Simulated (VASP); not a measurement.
Crystal: In3B2As.

```
In B As
1.0
     3.75565    2.16832    4.34286
    -3.75565    2.16832    4.34286
     0.00000   -4.33665    4.34286
In B As
3 2 1
Direct
  0.50000 0.50000 0.00000
  0.00000 0.50000 0.50000
  0.50000 0.00000 0.50000
  0.31130 0.31130 0.31130
  0.68870 0.68870 0.68870
  0.50000 0.50000 0.50000
```

The cell was built from a structure type or drawn by symmetry, and may not be a known phase.

| Item | Value |
| --- | --- |
| Program | VASP 6.6.1 |
| Task | relaxation of cell and atoms |
| Functional | PBE |
| Potentials or basis | VASP PAW PBE potentials, release 64 (In_d, B, As) |
| Cutoff | 600 eV |
| k mesh | 6 × 6 × 6 |
| Occupations | gaussian, width 0.02 eV |
| Spin | no spin polarisation |

At the start: pressure 0.2 GPa; volume 35.37 Å³/atom.

Question: How do energy, volume and symmetry change on relaxing?

Answer: Over 13 steps the energy falls by 2.6 meV/atom and the volume is 36.83 Å³/atom (+4.1 %); space group R-3m (No. 166, to 0.1 Å) before and after.

The path:
| step | energy change (eV) | largest force (eV/Å) | pressure (GPa) | volume (Å³) |
| --- | --- | --- | --- | --- |
| 1 | 0.0000 | 0.0348 | 0.19 | 212.20 |
| 2 | -0.0012 | 0.0549 | 0.01 | 213.46 |
| 3 | -0.0013 | 0.0651 | -0.07 | 214.11 |
| 4 | -0.0023 | 0.0618 | -0.06 | 214.45 |
| 5 | -0.0034 | 0.0545 | -0.01 | 215.19 |
| 6 | -0.0034 | 0.0532 | 0.00 | 215.32 |
| 7 | -0.0041 | 0.0499 | 0.01 | 215.47 |
| 8 | -0.0059 | 0.0405 | 0.03 | 215.94 |
| 9 | -0.0086 | 0.0235 | 0.08 | 216.86 |
| 10 | -0.0132 | 0.0151 | 0.13 | 218.73 |
| 11 | -0.0065 | 0.1169 | 0.28 | 222.48 |
| 12 | -0.0146 | 0.0031 | 0.16 | 219.57 |
| 13 | -0.0154 | 0.0085 | -0.01 | 220.96 |

Final structure:
```
In B As
1.0
     3.79807    2.19282    4.42182
    -3.79807    2.19282    4.42182
     0.00000   -4.38564    4.42182
In B As
3 2 1
Direct
  0.50000 0.50000 0.00000
  0.00000 0.50000 0.50000
  0.50000 0.00000 0.50000
  0.32610 0.32610 0.32610
  0.67390 0.67390 0.67390
  0.50000 0.50000 0.50000
```
